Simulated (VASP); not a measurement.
Input of a VASP 6.6.1 run:

Contents of INCAR:

```
SYSTEM = HfO2
  PREC = Accurate
  ENCUT = 520
  EDIFF = 1E-6
  ISMEAR = -1
  SIGMA = 0.05
  LREAL = .FALSE.
  LASPH = .TRUE.
  NELM = 80
  ALGO = Normal
  ISIF = 2
  LWAVE = .FALSE.
  LCHARG = .TRUE.
  GGA = B5
  ALDAX = 1.0
  AGGAX = 1.0
  AGGAC = 1.0
  ALDAC = 0.0
  IVDW = 12
  VDW_S6 = 1.0
  VDW_S8 = 2.6996
  VDW_A1 = 0.4298
  VDW_A2 = 4.2359
  LELF = .TRUE.
  LVHAR = .TRUE.
  NBANDS = 56
```

File KPOINTS:

```
Automatic mesh
0
G
  5 8 4
  0 0 0
```

File POSCAR:

```
HfO2
1.0
    5.5695602073      0.0000000000      0.0000000000
    0.0000000000      3.3321924051      0.0000000000
    0.0000000000      0.0000000000      6.5120356767
Hf O
4 8
Direct
    0.7482047803      0.7500000000      0.6092489613
    0.2517952197      0.2500000000      0.3907510387
    0.2482047803      0.7500000000      0.8907510387
    0.7517952197      0.2500000000      0.1092489613
    0.6397285518      0.2500000000      0.4239877160
    0.3602714482      0.7500000000      0.5760122840
    0.1397285518      0.2500000000      0.0760122840
    0.8602714482      0.7500000000      0.9239877160
    0.5221983844      0.2500000000      0.8406206861
    0.4778016156      0.7500000000      0.1593793139
    0.0221983844      0.2500000000      0.6593793139
    0.9778016156      0.7500000000      0.3406206861
```

Potentials or basis: VASP PAW PBE potentials, release 64 (Hf_pv, O).

Run with:

```sh
$ cat potpaw_PBE.64/Hf_pv/POTCAR potpaw_PBE.64/O/POTCAR > POTCAR
$ mpirun -np 1 vasp_std > vasp.out
```

Question: What does it give for the pressure?

Answer: -2.9 GPa.

Question: Estimate the largest force.

Answer: 0.054 eV/Å.

Stress tensor (GPa, compression positive):
```
-2.81  0.00  0.00
 0.00 -2.90  0.00
 0.00  0.00 -3.00
```

Caveat: the PAW data sets were made with another functional, which shifts forces and pressure a little.
